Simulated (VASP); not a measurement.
Input of a VASP 6.6.1 run:

File INCAR:

```
  PREC = Accurate
  ENCUT = 520
  EDIFF = 1E-6
  ISMEAR = 0
  SIGMA = 0.1
  LREAL = False
  LASPH = True
  NELM = 60
  ALGO = Normal
  ISIF = 2
  LWAVE = False
  LCHARG = False
  GGA = PE
  NBANDS = 21
```

The input KPOINTS:

```
Automatic mesh
0
Gamma
  22 22 22
```

POSCAR

```
WC3
1.0
   -1.5143662734      1.5143662734      3.7699387298
    1.5143662734     -1.5143662734      3.7699387298
    1.5143662734      1.5143662734     -3.7699387298
W C
1 3
Direct
    0.0000000000      0.0000000000      0.0000000000
    0.5000000000      0.5000000000      0.0000000000
    0.2500000000      0.7500000000      0.5000000000
    0.7500000000      0.2500000000      0.5000000000
```

Potentials or basis: VASP PAW PBE potentials, release 64 (W_sv, C).

The run is started by

```bash
$ cat potpaw_PBE.64/W_sv/POTCAR potpaw_PBE.64/C/POTCAR > POTCAR
$ mpirun -np 1 vasp_std > vasp.out
```

Question: What does it give for the pressure?

Answer: 0.7 GPa.

Question: Predict the band gap on the k mesh.

Answer: Zero (band 13 reaches 12.15 eV, above the bottom of band 14 at 9.31 eV).

Caveat: spin-orbit coupling is left out, which moves the levels of the heavy elements.
